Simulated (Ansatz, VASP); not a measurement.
## One calculation of In3Cu, two programs

File INCAR:

```
SYSTEM = In3Cu
ALGO = Fast
EDIFF = 1E-7
ENCUT = 520
ISIF = 2
ISMEAR = 0
LASPH = .TRUE.
LCHARG = .TRUE.
LELF = .TRUE.
LREAL = .FALSE.
LVHAR = .TRUE.
LWAVE = .FALSE.
NBANDS = 33
NELM = 100
PREC = Accurate
SIGMA = 0.15
```

Contents of KPOINTS:

```
k-points
0
G
  10 10 10
  0 0 0
```

POSCAR

```
In3Cu
1.0
    4.3706714168      0.0785458970      0.0785458970
    0.0785458970      4.3706714168      0.0785458970
    0.0785458970      0.0785458970      4.3706714168
In Cu
3 1
Direct
    0.0000000000      0.5000000000      0.5000000000
    0.5000000000      0.0000000000      0.5000000000
    0.5000000000      0.5000000000      0.0000000000
    0.0000000000      0.0000000000      0.0000000000
```

Input for Ansatz:

```yaml
crystal:
  lattice:
    - [4.3706714168, 0.078545897, 0.078545897]
    - [0.078545897, 4.3706714168, 0.078545897]
    - [0.078545897, 0.078545897, 4.3706714168]
  atoms:
    - { symbol: In, position: [0.0, 0.5, 0.5] }
    - { symbol: In, position: [0.5, 0.0, 0.5] }
    - { symbol: In, position: [0.5, 0.5, 0.0] }
    - { symbol: Cu, position: [0.0, 0.0, 0.0] }
basis:
  ecutwfc: 520.0
kpoints:
  mp_grid: { grid: [10, 10, 10] }
hamiltonian:
  xc: lda
scf:
  occupations: { method: gaussian, width: 0.15 }
output:
  forces: true
  stress: true
  eigenvalues: true
```

Alike in both runs: task single point; functional LDA; k mesh 10 × 10 × 10; occupations gaussian, width 0.15 eV; no spin polarisation.

|  | VASP | Ansatz |
| --- | --- | --- |
| version | VASP 6.6.1 | Ansatz 0.2.0 |
| potentials or method | VASP PAW LDA potentials, release 64 (In_d, Cu), cutoff 520 eV | scalar-relativistic, plane waves, PAW |
| valence electrons in the cell | 50 | 58 |

```csv
,VASP,Ansatz,Ansatz less VASP
gap on the k mesh at the Fermi level (eV),none,none,-
pressure (GPa),-1.5,-1.6,-0.09
"traceless stress, the component that is largest in VASP (GPa)",-0.30,-0.30,-0.004
```

LDA's correlation is that of Perdew and Zunger in VASP and of Perdew and Wang (1992) in Ansatz. A gap of «none» marks a metal or a gap that the smearing closes. VASP's potentials hold 50 valence electrons a cell and Ansatz's 58, so a difference there can come from the potentials and not from the codes.
